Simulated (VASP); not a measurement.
# LuH2 (Fm-3m) in VASP: a series of runs

Runs on LuH2. Level: LDA. Tasks: single point, relaxation of cell and atoms.

Program: VASP 6.6.1. These are calculated values, not measurements. Logs are shortened: lines on timing, memory, paths and dates and some standing lists are left out, and cuts for length are marked.

## Step 1: The cell of the first run

It takes space group Fm-3m (No. 225, cubic). Conventional cell: a = 4.910 Å, b = 4.910 Å, c = 4.910 Å, α = 90.00°, β = 90.00°, γ = 90.00°. Within 2.8 Å of Lu (site symmetry m-3m) lie 8 H at 2.13 Å. H (site symmetry -43m) has 4 Lu at 2.13 Å and 6 H at 2.46 Å within 2.8 Å.

## Step 2: Single point, LDA

INCAR reads:

```
SYSTEM = LuH2
ALGO     = Normal         ! electronic algorithm
EDIFF    = 1E-7           ! SCF threshold, eV
ENCUT    = 520            ! plane-wave cutoff, eV
GGA      = CA             ! functional
ISIF     = 2              ! what is computed and relaxed
ISMEAR   = 0              ! smearing method
LASPH    = .TRUE.         ! aspherical terms in the spheres
LCHARG   = .TRUE.         ! write CHGCAR
LELF     = .TRUE.         ! ELF
LREAL    = .FALSE.        ! projectors in reciprocal space
LVHAR    = .TRUE.       
LWAVE    = .FALSE.        ! write WAVECAR
NBANDS   = 20             ! bands
NELM     = 100            ! most SCF steps
PREC     = Accurate       ! precision mode
SIGMA    = 0.1            ! smearing width, eV
```

KPOINTS reads:

```
k-points
0
G
  14 14 14
  0 0 0
```

POSCAR reads:

```
LuH2
1.0
    0.0000000000      2.4551717288      2.4551717288
    2.4551717288      0.0000000000      2.4551717288
    2.4551717288      2.4551717288      0.0000000000
Lu H
1 2
Direct
    0.0000000000      0.0000000000      0.0000000000
    0.2500000000      0.2500000000      0.2500000000
    0.7500000000      0.7500000000      0.7500000000
```

Potentials or basis: VASP PAW PBE potentials, release 64 (Lu, H).

Launch:

```
cat potpaw_PBE.64/Lu/POTCAR potpaw_PBE.64/H/POTCAR > POTCAR
mpirun -np 1 vasp_std > vasp.out
```

OUTCAR:

```text
SYSTEM = LuH2
   EDIFF = 1E-7
   ENCUT = 520
   GGA = CA
   ISIF = 2
   ISMEAR = 0
   LASPH = .TRUE.
   LREAL = .FALSE.
   NELM = 100
   PREC = Accurate

 ion  position               nearest neighbor table
   1  0.000  0.000  0.000-   3 2.13   3 2.13   3 2.13   2 2.13   3 2.13   2 2.13   2 2.13   2 2.13

   2  0.250  0.250  0.250-   1 2.13   1 2.13   1 2.13   1 2.13
   3  0.750  0.750  0.750-   1 2.13   1 2.13   1 2.13   1 2.13

  LATTYP: Found a face centered cubic cell.
 ALAT       =     4.9103434576

  Lattice vectors:

 A1 = (   0.0000000000,   2.4551717288,   2.4551717288)
 A2 = (   2.4551717288,   0.0000000000,   2.4551717288)
 A3 = (   2.4551717288,   2.4551717288,   0.0000000000)

Analysis of symmetry for initial positions (statically):
=====================================================================
 Subroutine PRICEL returns:
 Original cell was already a primitive cell.

 Routine SETGRP: Setting up the symmetry group for a
 face centered cubic supercell.

 Subroutine GETGRP returns: Found 48 space group operations
 (whereof 48 operations were pure point group operations)
 out of a pool of 48 trial point group operations.

The static configuration has the point symmetry O_h .

Analysis of symmetry for dynamics (positions and initial velocities):
=====================================================================
 Subroutine PRICEL returns:
 Original cell was already a primitive cell.

 Routine SETGRP: Setting up the symmetry group for a
 face centered cubic supercell.

 Subroutine GETGRP returns: Found 48 space group operations
 (whereof 48 operations were pure point group operations)
 out of a pool of 48 trial point group operations.

The dynamic configuration has the point symmetry O_h .

 Subroutine INISYM returns: Found 48 space group operations
 (whereof 48 operations are pure point group operations),
 and found     1 'primitive' translations

----------------------------------------------------------------------------------------

                                     Primitive cell

  volume of cell :      29.5989

  direct lattice vectors                    reciprocal lattice vectors
     0.000000000  2.455171729  2.455171729    -0.203651742  0.203651742  0.203651742
     2.455171729  0.000000000  2.455171729     0.203651742 -0.203651742  0.203651742
     2.455171729  2.455171729  0.000000000     0.203651742  0.203651742 -0.203651742

  length of vectors
     3.472137157  3.472137157  3.472137157     0.352735165  0.352735165  0.352735165

  position of ions in fractional coordinates (direct lattice)
     0.000000000  0.000000000  0.000000000
     0.250000000  0.250000000  0.250000000
     0.750000000  0.750000000  0.750000000

  ion indices of the primitive-cell ions
   primitive index   ion index
                 1           1
                 2           2
                 3           3

----------------------------------------------------------------------------------------

 KPOINTS: k-points

Automatic generation of k-mesh.
 Grid dimensions read from file:
 generate k-points for:   14   14   14

 Generating k-lattice:

  Cartesian coordinates                     Fractional coordinates (reciprocal lattice)
    -0.014546553  0.014546553  0.014546553     0.071428571  0.000000000  0.000000000
     0.014546553 -0.014546553  0.014546553     0.000000000  0.071428571  0.000000000
     0.014546553  0.014546553 -0.014546553     0.000000000  0.000000000  0.071428571

  Length of vectors
     0.025195369  0.025195369  0.025195369

  Shift w.r.t. Gamma in fractional coordinates (k-lattice)
     0.000000000  0.000000000  0.000000000

 Subroutine IBZKPT returns following result:
 ===========================================

 Found    104 irreducible k-points:

 Following reciprocal coordinates:
            Coordinates               Weight
  0.000000  0.000000  0.000000      1.000000
  0.071429  0.000000  0.000000      8.000000
  0.142857  0.000000  0.000000      8.000000
  0.214286  0.000000  0.000000      8.000000
  0.285714  0.000000  0.000000      8.000000
  0.357143  0.000000  0.000000      8.000000
[... 16 lines left out ...]
  0.214286  0.142857  0.000000     24.000000
  0.285714  0.142857  0.000000     24.000000
 [... further k-points ...]
   k-points           NKPTS =    104   k-points in BZ     NKDIM =    104   number of bands    NBANDS=     20
   number of dos      NEDOS =    301   number of ions     NIONS =      3
   total plane-waves  NPLWV =  21952
   dimension x,y,z NGX =    28 NGY =   28 NGZ =   28
   dimension x,y,z NGXF=    56 NGYF=   56 NGZF=   56
   ions per type =               1   2
   NGX,Y,Z   is equivalent  to a cutoff of  13.41, 13.41, 13.41 a.u.
   NGXF,Y,Z  is equivalent  to a cutoff of  26.81, 26.81, 26.81 a.u.
 SYSTEM =  LuH2
   PREC   = accura    normal or accurate (medium, high low for compatibility)
   ISTART =      0    job   : 0-new  1-cont  2-samecut
   ICHARG =      2    charge: 1-file 2-atom 10-const
   ISPIN  =      1    spin polarized calculation?
   LNONCOLLINEAR =      F non collinear calculations
   LSORBIT =      F    spin-orbit coupling
   LASPH  =      T    aspherical Exc in radial PAW
   ENCUT  =  520.0 eV  38.22 Ry    6.18 a.u.   6.46  6.46  6.46*2*pi/ulx,y,z
   NELM   =    100;   NELMIN=  2; NELMDL= -5     # of ELM steps
   EDIFF  = 0.1E-06   stopping-criterion for ELM
   LREAL  =      F    real-space projection
   EDIFFG = 0.1E-05   stopping-criterion for IOM
   NSW    =      0    number of steps for IOM
   IBRION =     -1    ionic relax: 0-MD 1-quasi-New 2-CG
   NFREE  =      0    steps in history (QN), initial steepest desc. (CG)
   ISIF   =      2    stress and relaxation
   ISYM   =      2    0-nonsym 1-usesym 2-fastsym
   POTIM  = 0.5000    time-step for ionic-motion
   TEBEG  =    0.0;   TEEND  =   0.0 temperature during run
   PSTRESS=    0.0 pullay stress
   NELECT =      27.0000    total number of electrons
   NUPDOWN=      -1.0000    fix difference up-down
   EMIN   =  10.00;   EMAX   =-10.00  energy-range for DOS
   EFERMI =   0.00;   METHOD = LEGACY
   ISMEAR =     0;   SIGMA  =   0.10  broadening in eV -4-tet -1-fermi 0-gaus
   EFERMI_NEDOS =   21; number of points for ismear=-14 and -15
   IALGO  =     38    algorithm
   IMIX   =      4    mixing-type and parameters
     AMIX     =   0.40;   BMIX     =  1.00
     AMIX_MAG =   1.60;   BMIX_MAG =  1.00
  volume/ion in A,a.u.               =       9.87        66.58
  Fermi-wavevector in a.u.,A,eV,Ry     =   1.587709  3.000335 34.297832  2.520820
  Thomas-Fermi vector in A             =   2.686825
   LORBIT       =      0    0 simple, 1 ext, 2 COOP (PROOUT), +10 PAW based schemes
   GGA     = CA    functional components
   LHFCALC =     F    Hartree Fock is set to
   AEXX    =    0.0000 exact exchange contribution
   IVDW    =     0    specifies the selected vdW correction
   LEPSILON=     F    determine dielectric tensor
   LRPA    =     F    only Hartree local field effects (RPA)
 non-spin polarized calculation
 Gauss-broadening in eV      SIGMA  =   0.10
  energy-cutoff  :      520.00
  volume of cell :       29.60
 maximum number of plane-waves:       821
 NGX is ok and might be reduce to    28
   NGX = 13   NGY = 13   NGZ = 13

 number of electron      26.9999999 magnetization

 Free energy of the ion-electron system (eV)
  ---------------------------------------------------
  ext. energy  EPLUGINS =         0.00000000
  ---------------------------------------------------
  free energy    TOTEN  =       -14.06778251 eV

  energy without entropy =      -14.06423592  energy(sigma->0) =      -14.06600922

 E-fermi :   2.6043     XC(G=0): -11.7573

 val. band max:        2.5587218588   @ k =  -0.3571   0.2143   0.0000
 cond. band min:       2.6232709040   @ k =   0.4286   0.2143   0.0000
 fundamental gap:      0.0645490452
 Fermi energy:         2.6042538794

 k-point     1 :       0.0000    0.0000    0.0000
  band No.  band energies     occupation
      1     -52.9939      2.00000
      2     -23.6731      2.00000
      3     -23.6731      2.00000
      4     -23.6731      2.00000
      5      -6.8603      2.00000
      6      -2.5158      2.00000
[... 12 lines left out ...]
     19      13.3809      0.00000
     20      15.5558      0.00000

 k-point     2 :       0.0714    0.0000    0.0000
  band No.  band energies     occupation
      1     -52.9923      2.00000
      2     -23.7042      2.00000
      3     -23.6768      2.00000
      4     -23.6768      2.00000
      5      -6.7287      2.00000
      6      -2.5183      2.00000
[... 12 lines left out ...]
     19      12.7227      0.00000
     20      15.8662      0.00000

 k-point     3 :       0.1429    0.0000    0.0000
  band No.  band energies     occupation
      1     -52.9878      2.00000
      2     -23.7901      2.00000
      3     -23.6871      2.00000
      4     -23.6871      2.00000
      5      -6.3521      2.00000
      6      -2.5254      2.00000
[... 12 lines left out ...]
     19      11.7753      0.00000
     20      16.7205      0.00000

 k-point     4 :       0.2143    0.0000    0.0000
  band No.  band energies     occupation
      1     -52.9812      2.00000
      2     -23.9113      2.00000
      3     -23.7019      2.00000
      4     -23.7019      2.00000
      5      -5.7905      2.00000
      6      -2.5340      2.00000
[... 12 lines left out ...]
     19      11.2484      0.00000
     20      15.2501      0.00000

 k-point     5 :       0.2857    0.0000    0.0000
  band No.  band energies     occupation
      1     -52.9740      2.00000
      2     -24.0418      2.00000
      3     -23.7183      2.00000
      4     -23.7183      2.00000
      5      -5.1516      2.00000
      6      -2.5353      2.00000
[... 12 lines left out ...]
     19      11.6953      0.00000
     20      13.2406      0.00000

 k-point     6 :       0.3571    0.0000    0.0000
  band No.  band energies     occupation
      1     -52.9675      2.00000
      2     -24.1562      2.00000
      3     -23.7330      2.00000
      4     -23.7330      2.00000
      5      -4.5932      2.00000
      6      -2.5151      2.00000
[... 12 lines left out ...]
     19      11.3997      0.00000
     20      13.0557      0.00000

 k-point     7 :       0.4286    0.0000    0.0000
  band No.  band energies     occupation
      1     -52.9629      2.00000
      2     -24.2336      2.00000
      3     -23.7431      2.00000
      4     -23.7431      2.00000
      5      -4.2558      2.00000
      6      -2.4801      2.00000
[... 12 lines left out ...]
     19      10.1583      0.00000
     20      14.3574      0.00000
[... 277 lines left out ...]
 k-point    20 :      -0.1429    0.0714    0.0000
  band No.  band energies     occupation
      1     -52.9845      2.00000
      2     -23.8391      2.00000
      3     -23.7137      2.00000
      4     -23.6871      2.00000
      5      -6.0716      2.00000
      6      -2.5309      2.00000
[... 12 lines left out ...]
     19      11.5803      0.00000
     20      16.1067      0.00000

 k-point    21 :      -0.0714    0.0714    0.0000
  band No.  band energies     occupation
      1     -52.9897      2.00000
      2     -23.7474      2.00000
      3     -23.6932      2.00000
      4     -23.6783      2.00000
      5      -6.5143      2.00000
      6      -2.5225      2.00000
[... 12 lines left out ...]
     19      12.1973      0.00000
     20      15.8522      0.00000

 k-point    22 :       0.1429    0.1429    0.0000
  band No.  band energies     occupation
      1     -52.9857      2.00000
      2     -23.7915      2.00000
      3     -23.7102      2.00000
      4     -23.7102      2.00000
      5      -6.1711      2.00000
      6      -2.5311      2.00000
[... 12 lines left out ...]
     19      12.2899      0.00000
     20      16.0427      0.00000

 k-point    23 :       0.2143    0.1429    0.0000
  band No.  band energies     occupation
      1     -52.9808      2.00000
      2     -23.8704      2.00000
      3     -23.7287      2.00000
      4     -23.7255      2.00000
      5      -5.7342      2.00000
      6      -2.5418      2.00000
[... 12 lines left out ...]
     19      12.0878      0.00000
     20      15.7598      0.00000

 k-point    24 :       0.2857    0.1429    0.0000
  band No.  band energies     occupation
      1     -52.9745      2.00000
      2     -23.9764      2.00000
      3     -23.7471      2.00000
      4     -23.7446      2.00000
      5      -5.1428      2.00000
      6      -2.5531      2.00000
[... 12 lines left out ...]
     19      11.9033      0.00000
     20      13.9242      0.00000

 [... further k-points ...]

------------------------ aborting loop because EDIFF is reached ----------------------------------------

  FORCE on cell =-STRESS in cart. coord.  units (eV):
  Direction    XX          YY          ZZ          XY          YZ          ZX
  --------------------------------------------------------------------------------------
  -------------------------------------------------------------------------------------
  Total        0.1126446      0.1126446      0.1126446      0.0000000      0.0000000     -0.0000000
  in kB        6.0974071      6.0974071      6.0974071      0.0000000      0.0000000     -0.0000000
  external PRESSURE =       6.0974071 kB  Pullay stress =       0.0000000 kB

 VOLUME and BASIS-vectors are now :
 -----------------------------------------------------------------------------
  energy-cutoff  :      520.00
  volume of cell :       29.60
      direct lattice vectors                 reciprocal lattice vectors
     0.000000000  2.455171729  2.455171729    -0.203651742  0.203651742  0.203651742
     2.455171729  0.000000000  2.455171729     0.203651742 -0.203651742  0.203651742
     2.455171729  2.455171729  0.000000000     0.203651742  0.203651742 -0.203651742

 POSITION                                       TOTAL-FORCE (eV/Angst)
 -----------------------------------------------------------------------------------
      0.00000      0.00000      0.00000        -0.000000     -0.000000     -0.000000
      1.22759      1.22759      1.22759        -0.000000     -0.000000      0.000000
      3.68276      3.68276      3.68276         0.000000      0.000000     -0.000000
 -----------------------------------------------------------------------------------
    total drift:                               -0.000000     -0.000000      0.000000

  FREE ENERGIE OF THE ION-ELECTRON SYSTEM (eV)
  ---------------------------------------------------
  free  energy   TOTEN  =       -14.0677825140 eV

  energy  without entropy=      -14.0642359188  energy(sigma->0) =      -14.06600922
```

Wall time 51 s (1 thread of Intel Xeon Platinum 8488C (Sapphire Rapids), shared host); peak memory 0.2 GiB.

What came out:

```yaml
Free_energy: -14.0678 eV
Pressure: 0.6 GPa
```

Levels at points of the mesh, in eV from the Fermi level:
| k point | band 9 | band 10 | band 11 | band 12 | band 13 | band 14 | band 15 | band 16 | band 17 | band 18 |
| --- | --- | --- | --- | --- | --- | --- | --- | --- | --- | --- |
| (0.00, 0.00, 0.00) | -4.75 | -4.67 | -4.67 | -4.67 | -0.13 | 1.40 | 1.40 | 1.40 | 4.43 | 4.43 |
| (0.50, 0.00, 0.00) | -4.73 | -4.69 | -4.69 | -4.66 | -3.58 | 1.47 | 1.47 | 5.30 | 6.11 | 6.11 |
| (0.50, 0.50, 0.00) | -4.74 | -4.71 | -4.70 | -4.70 | -3.63 | -2.45 | 6.33 | 6.43 | 6.43 | 7.13 |

Caveat: the PAW data sets were made with another functional, which shifts forces and pressure a little; spin-orbit coupling is left out, which moves the levels of the heavy elements.

(Part 1 of 2 ends here.)
